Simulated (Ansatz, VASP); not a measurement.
## LaAl2N3: VASP beside Ansatz

```
CELL_PARAMETERS angstrom
3.16393 0.00000 0.00000
-1.58196 2.74004 0.00000
0.00000 0.00000 7.90422
ATOMIC_POSITIONS crystal
La 0.00000 0.00000 0.00000
Al 0.33333 0.66667 0.64762
Al 0.66667 0.33333 0.35238
N 0.00000 0.00000 0.50000
N 0.33333 0.66667 0.21552
N 0.66667 0.33333 0.78448
```

Change from the starting cell: species swapped into the K3BrCl2 type (P-3m1, No. 164).

Alike in both runs: functional PBE; k mesh 12 × 12 × 6; occupations gaussian, width 0.1 eV; no spin polarisation.

Ansatz relaxed the structure, and its values are those at the end. VASP's run is a single point on that final structure, the one shown.

|  | VASP | Ansatz |
| --- | --- | --- |
| version | VASP 6.6.1 | Ansatz 0.2.0 |
| potentials or method | VASP PAW PBE potentials, release 64 (La, Al, N), cutoff 520 eV | scalar-relativistic, plane waves, PAW |
| valence electrons in the cell | 32 | 32 |

```tsv
	VASP	Ansatz	Ansatz less VASP
gap on the k mesh at the Fermi level (eV)	none	none	-
pressure (GPa)	-0.2	0.0	+0.26
rms of the force components (eV/Å)	0.006	0.001	-0.0050
```

A gap of «none» marks a metal or a gap that the smearing closes.

Spin-orbit coupling is off throughout.
